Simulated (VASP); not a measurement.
# C (R-3m) in VASP: a series of runs

The runs below take C through single point, with r2SCAN.

Program: VASP 6.6.1. These are calculated values, not measurements. Logs are shortened: lines on timing, memory, paths and dates and some standing lists are left out, and cuts for length are marked.

## 1. The cell of the first run

The structure is trigonal, space group R-3m (No. 166). The conventional cell has a = 2.333 Å, b = 2.333 Å, c = 10.543 Å, α = 90.00°, β = 90.00°, γ = 120.00°. C (site symmetry 3m) has 3 C at 1.35 Å within 1.8 Å.

## 2. Single point, r2SCAN (strain -0.050 along x and y, +0.050 along z)

POSCAR

```
C
1.0
    1.1666250292      0.6735512746      3.5143613814
   -1.1666250292      0.6735512746      3.5143613814
    0.0000000000     -1.3471025493      3.5143613814
C
2
Direct
    0.1640000000      0.1640000000      0.1640000000
    0.8360000000      0.8360000000      0.8360000000
```

INCAR.step1

```
SYSTEM = C
PREC = Accurate
ENCUT = 520
ISMEAR = 0
SIGMA = 0.05
LREAL = .FALSE.
LASPH = .TRUE.
NELM = 80
NBANDS = 11
GGA = PE
ALGO = Normal
EDIFF = 1E-4
LWAVE = .TRUE.
LCHARG = .FALSE.
```

INCAR.step2

```
SYSTEM = C
PREC = Accurate
ENCUT = 520
EDIFF = 1E-7
ISMEAR = 0
SIGMA = 0.05
LREAL = .FALSE.
LASPH = .TRUE.
NELM = 80
ALGO = Normal
ISIF = 2
LWAVE = .FALSE.
LCHARG = .TRUE.
METAGGA = R2SCAN
LMIXTAU = .TRUE.
LELF = .TRUE.
LVHAR = .TRUE.
NBANDS = 11
ISTART = 1
```

KPOINTS

```
Automatic mesh
0
G
  12 12 12
  0 0 0
```

Potentials or basis: VASP PAW PBE potentials, release 64 (C).

On the command line:

```console
$ cat potpaw_PBE.64/C/POTCAR > POTCAR
$ cp INCAR.step1 INCAR
$ mpirun -np 1 vasp_std > vasp.out
$ cp INCAR.step2 INCAR
$ mpirun -np 1 vasp_std > vasp.out
```

OUTCAR:

```text
SYSTEM = C
   PREC = Accurate
   ENCUT = 520
   EDIFF = 1E-7
   ISMEAR = 0
   LREAL = .FALSE.
   LASPH = .TRUE.
   NELM = 80
   ISIF = 2
   METAGGA = R2SCAN
   ISTART = 1

 ion  position               nearest neighbor table
   1  0.164  0.164  0.164-   2 1.35   2 1.35   2 1.35
   2  0.836  0.836  0.836-   1 1.35   1 1.35   1 1.35

  LATTYP: Found a trigonal (rhomboedric) cell.
 ALAT       =     3.7636978090
 COS(alpha) =     0.8078399590

  Lattice vectors:

 A1 = (   1.1666250292,   0.6735512746,   3.5143613814)
 A2 = (  -1.1666250292,   0.6735512746,   3.5143613814)
 A3 = (   0.0000000000,  -1.3471025493,   3.5143613814)

Analysis of symmetry for initial positions (statically):
=====================================================================
 Subroutine PRICEL returns:
 Original cell was already a primitive cell.

 Routine SETGRP: Setting up the symmetry group for a
 trigonal (rhombohedral) supercell.

 Subroutine GETGRP returns: Found 12 space group operations
 (whereof 12 operations were pure point group operations)
 out of a pool of 12 trial point group operations.

The static configuration has the point symmetry D_3d.

Analysis of symmetry for dynamics (positions and initial velocities):
=====================================================================
 Subroutine PRICEL returns:
 Original cell was already a primitive cell.

 Routine SETGRP: Setting up the symmetry group for a
 trigonal (rhombohedral) supercell.

 Subroutine GETGRP returns: Found 12 space group operations
 (whereof 12 operations were pure point group operations)
 out of a pool of 12 trial point group operations.

The dynamic configuration has the point symmetry D_3d.

 Subroutine INISYM returns: Found 12 space group operations
 (whereof 12 operations are pure point group operations),
 and found     1 'primitive' translations

----------------------------------------------------------------------------------------

                                     Primitive cell

  volume of cell :      16.5691

  direct lattice vectors                    reciprocal lattice vectors
     1.166625029  0.673551275  3.514361381     0.428586725  0.247444661  0.094848906
    -1.166625029  0.673551275  3.514361381    -0.428586725  0.247444661  0.094848906
     0.000000000 -1.347102549  3.514361381     0.000000000 -0.494889322  0.094848906

  length of vectors
     3.763697809  3.763697809  3.763697809     0.503896572  0.503896572  0.503896572

  position of ions in fractional coordinates (direct lattice)
     0.164000000  0.164000000  0.164000000
     0.836000000  0.836000000  0.836000000

  ion indices of the primitive-cell ions
   primitive index   ion index
                 1           1
                 2           2

----------------------------------------------------------------------------------------

 KPOINTS: Automatic mesh

Automatic generation of k-mesh.
 Grid dimensions read from file:
 generate k-points for:   12   12   12

 Generating k-lattice:

  Cartesian coordinates                     Fractional coordinates (reciprocal lattice)
     0.035715560  0.020620388  0.007904076     0.083333333 -0.000000000  0.000000000
    -0.035715560  0.020620388  0.007904076    -0.000000000  0.083333333  0.000000000
     0.000000000 -0.041240777  0.007904076     0.000000000  0.000000000  0.083333333

  Length of vectors
     0.041991381  0.041991381  0.041991381

  Shift w.r.t. Gamma in fractional coordinates (k-lattice)
     0.000000000  0.000000000  0.000000000

 Subroutine IBZKPT returns following result:
 ===========================================

 Found    189 irreducible k-points:

 Following reciprocal coordinates:
            Coordinates               Weight
  0.000000  0.000000  0.000000      1.000000
  0.083333  0.000000 -0.000000      6.000000
  0.166667 -0.000000 -0.000000      6.000000
  0.250000  0.000000 -0.000000      6.000000
  0.333333 -0.000000 -0.000000      6.000000
  0.416667  0.000000  0.000000      6.000000
[... 16 lines left out ...]
  0.500000  0.166667 -0.000000     12.000000
 -0.416667  0.166667  0.000000     12.000000
 [... further k-points ...]
   k-points           NKPTS =    189   k-points in BZ     NKDIM =    189   number of bands    NBANDS=     11
   number of dos      NEDOS =    301   number of ions     NIONS =      2
   total plane-waves  NPLWV =  21952
   dimension x,y,z NGX =    28 NGY =   28 NGZ =   28
   dimension x,y,z NGXF=    56 NGYF=   56 NGZF=   56
   ions per type =               2
   NGX,Y,Z   is equivalent  to a cutoff of  12.37, 12.37, 12.37 a.u.
   NGXF,Y,Z  is equivalent  to a cutoff of  24.74, 24.74, 24.74 a.u.
 SYSTEM =  C
   PREC   = accura    normal or accurate (medium, high low for compatibility)
   ISTART =      1    job   : 0-new  1-cont  2-samecut
   ICHARG =      0    charge: 1-file 2-atom 10-const
   ISPIN  =      1    spin polarized calculation?
   LNONCOLLINEAR =      F non collinear calculations
   LSORBIT =      F    spin-orbit coupling
   LASPH  =      T    aspherical Exc in radial PAW
   ENCUT  =  520.0 eV  38.22 Ry    6.18 a.u.   7.00  7.00  7.00*2*pi/ulx,y,z
   NELM   =     80;   NELMIN=  2; NELMDL=  0     # of ELM steps
   EDIFF  = 0.1E-06   stopping-criterion for ELM
   LREAL  =      F    real-space projection
   EDIFFG = 0.1E-05   stopping-criterion for IOM
   NSW    =      0    number of steps for IOM
   IBRION =     -1    ionic relax: 0-MD 1-quasi-New 2-CG
   NFREE  =      0    steps in history (QN), initial steepest desc. (CG)
   ISIF   =      2    stress and relaxation
   ISYM   =      2    0-nonsym 1-usesym 2-fastsym
   POTIM  = 0.5000    time-step for ionic-motion
   TEBEG  =    0.0;   TEEND  =   0.0 temperature during run
   PSTRESS=    0.0 pullay stress
   NELECT =       8.0000    total number of electrons
   NUPDOWN=      -1.0000    fix difference up-down
   EMIN   =  10.00;   EMAX   =-10.00  energy-range for DOS
   EFERMI =   0.00;   METHOD = LEGACY
   ISMEAR =     0;   SIGMA  =   0.05  broadening in eV -4-tet -1-fermi 0-gaus
   EFERMI_NEDOS =   21; number of points for ismear=-14 and -15
   IALGO  =     38    algorithm
   IMIX   =      4    mixing-type and parameters
     AMIX     =   0.40;   BMIX     =  1.00
     AMIX_MAG =   1.60;   BMIX_MAG =  1.00
  volume/ion in A,a.u.               =       8.28        55.91
  Fermi-wavevector in a.u.,A,eV,Ry     =   1.284315  2.427004 22.442341  1.649466
  Thomas-Fermi vector in A             =   2.416516
   LORBIT       =      0    0 simple, 1 ext, 2 COOP (PROOUT), +10 PAW based schemes
   METAGGA = R2SCAN    functional components
   LHFCALC =     F    Hartree Fock is set to
   AEXX    =    0.0000 exact exchange contribution
   IVDW    =     0    specifies the selected vdW correction
   LEPSILON=     F    determine dielectric tensor
   LRPA    =     F    only Hartree local field effects (RPA)
 non-spin polarized calculation
 Gauss-broadening in eV      SIGMA  =   0.05
  energy-cutoff  :      520.00
  volume of cell :       16.57
 maximum number of plane-waves:       470
   NGX = 13   NGY = 13   NGZ = 13

 number of electron       8.0000000 magnetization

 Free energy of the ion-electron system (eV)
  ---------------------------------------------------
  ext. energy  EPLUGINS =         0.00000000
  ---------------------------------------------------
  free energy    TOTEN  =       -19.43528189 eV

  energy without entropy =      -19.43528189  energy(sigma->0) =      -19.43528189

 E-fermi :   5.1776     XC(G=0): -11.1479

 val. band max:        4.9589031674   @ k =  -0.3333   0.3333   0.0000
 cond. band min:       5.5191375535   @ k =  -0.3333   0.3333   0.0000
 fundamental gap:      0.5602343861
 Fermi energy:         5.1776434593

 k-point     1 :       0.0000    0.0000    0.0000
  band No.  band energies     occupation
      1     -17.0180      2.00000
      2      -3.2346      2.00000
      3       2.1533      2.00000
      4       2.1533      2.00000
      5       8.5564      0.00000
      6      15.0492      0.00000
      7      15.0492      0.00000
      8      19.8309      0.00000
      9      22.4417      0.00000
     10      30.9017      0.00000
     11      31.5226      0.00000

 k-point     2 :       0.0833    0.0000   -0.0000
  band No.  band energies     occupation
      1     -16.8252      2.00000
      2      -3.0187      2.00000
      3       1.4019      2.00000
      4       1.7266      2.00000
      5       8.8202      0.00000
      6      15.1904      0.00000
      7      15.9118      0.00000
      8      19.0398      0.00000
      9      22.7025      0.00000
     10      30.4634      0.00000
     11      32.1655      0.00000

 k-point     3 :       0.1667   -0.0000   -0.0000
  band No.  band energies     occupation
      1     -16.2487      2.00000
      2      -2.3777      2.00000
      3      -0.4933      2.00000
      4       0.7407      2.00000
      5       9.6080      0.00000
      6      15.3325      0.00000
      7      17.0142      0.00000
      8      18.1842      0.00000
      9      23.4756      0.00000
     10      28.8468      0.00000
     11      32.4104      0.00000

 k-point     4 :       0.2500    0.0000   -0.0000
  band No.  band energies     occupation
      1     -15.2951      2.00000
      2      -2.9497      2.00000
      3      -1.3060      2.00000
      4      -0.3390      2.00000
      5      10.8498      0.00000
      6      14.3149      0.00000
      7      15.3360      0.00000
      8      21.3183      0.00000
      9      24.1968      0.00000
     10      27.1049      0.00000
     11      30.5465      0.00000

 k-point     5 :       0.3333   -0.0000   -0.0000
  band No.  band energies     occupation
      1     -13.9769      2.00000
      2      -5.5165      2.00000
      3      -1.2311      2.00000
      4       0.1090      2.00000
      5      10.9250      0.00000
      6      13.2186      0.00000
      7      15.1266      0.00000
      8      23.2061      0.00000
      9      24.7938      0.00000
     10      26.3748      0.00000
     11      29.2638      0.00000
[... 211 lines left out ...]
 k-point    21 :       0.3333    0.1667   -0.0000
  band No.  band energies     occupation
      1     -14.7027      2.00000
      2      -3.2588      2.00000
      3      -2.0131      2.00000
      4      -0.9263      2.00000
      5      12.1361      0.00000
      6      13.3720      0.00000
      7      17.3315      0.00000
      8      19.8345      0.00000
      9      23.4886      0.00000
     10      26.8629      0.00000
     11      31.3979      0.00000

 k-point    22 :       0.4167    0.1667   -0.0000
  band No.  band energies     occupation
      1     -13.3946      2.00000
      2      -5.3031      2.00000
      3      -3.2321      2.00000
      4       0.4625      2.00000
      5      10.6103      0.00000
      6      14.4780      0.00000
      7      17.9378      0.00000
      8      20.8874      0.00000
      9      21.6391      0.00000
     10      26.7680      0.00000
     11      31.1357      0.00000

 k-point    23 :       0.5000    0.1667   -0.0000
  band No.  band energies     occupation
      1     -11.7599      2.00000
      2      -7.5886      2.00000
      3      -3.8794      2.00000
      4       2.1157      2.00000
      5       8.3938      0.00000
      6      16.4785      0.00000
      7      17.9176      0.00000
      8      19.9513      0.00000
      9      21.2657      0.00000
     10      26.8901      0.00000
     11      30.9621      0.00000

 k-point    24 :      -0.4167    0.1667    0.0000
  band No.  band energies     occupation
      1     -10.1755      2.00000
      2      -9.4166      2.00000
      3      -4.0901      2.00000
      4       3.3524      2.00000
      5       6.9824      0.00000
      6      17.6565      0.00000
      7      17.7497      0.00000
      8      18.3526      0.00000
      9      21.6058      0.00000
     10      28.1636      0.00000
     11      30.9367      0.00000

 [... further k-points ...]
[... 5 lines left out ...]
  --------------------------------------------------------------------------------------
  -------------------------------------------------------------------------------------
  Total        8.1901115      8.1901115     -0.1195190      0.0000000      0.0000000      0.0000000
  in kB      791.9554945    791.9554944    -11.5570700      0.0000000      0.0000000      0.0000000
  external PRESSURE =     524.1179730 kB  Pullay stress =       0.0000000 kB

 VOLUME and BASIS-vectors are now :
 -----------------------------------------------------------------------------
  energy-cutoff  :      520.00
  volume of cell :       16.57
      direct lattice vectors                 reciprocal lattice vectors
     1.166625029  0.673551275  3.514361381     0.428586725  0.247444661  0.094848906
    -1.166625029  0.673551275  3.514361381    -0.428586725  0.247444661  0.094848906
     0.000000000 -1.347102549  3.514361381     0.000000000 -0.494889322  0.094848906

 POSITION                                       TOTAL-FORCE (eV/Angst)
 -----------------------------------------------------------------------------------
      0.00000     -0.00000      1.72907         0.000000     -0.000000      0.899507
      0.00000     -0.00000      8.81402         0.000000      0.000000     -0.899507
 -----------------------------------------------------------------------------------
    total drift:                                0.000000     -0.000000      0.000000

  FREE ENERGIE OF THE ION-ELECTRON SYSTEM (eV)
  ---------------------------------------------------
  free  energy   TOTEN  =       -19.4352818906 eV

  energy  without entropy=      -19.4352818906  energy(sigma->0) =      -19.43528189
```

Wall time 3.5 min (1 thread of Intel Xeon Platinum 8259CL at 2.50GHz (Skylake/Cascade Lake), shared host); peak memory 0.17 GiB.

What came out:

| Quantity | Value |
| --- | --- |
| Free energy | -19.4353 eV |
| Pressure | 52.4 GPa |
| Largest force | 0.900 eV/Å |
| Band gap on the k mesh | 0.56 eV, direct |

Forces in eV/Å, atoms in the order of the input:
```
C    0.000  0.000  0.900
C    0.000  0.000 -0.900
```

Caveat: the cell differs from its parent crystal (strain -0.050 along x and y, +0.050 along z); the PAW data sets were made with another functional, which shifts forces and pressure a little. A k mesh can miss the band edges.

(Part 1 of 2 ends here.)
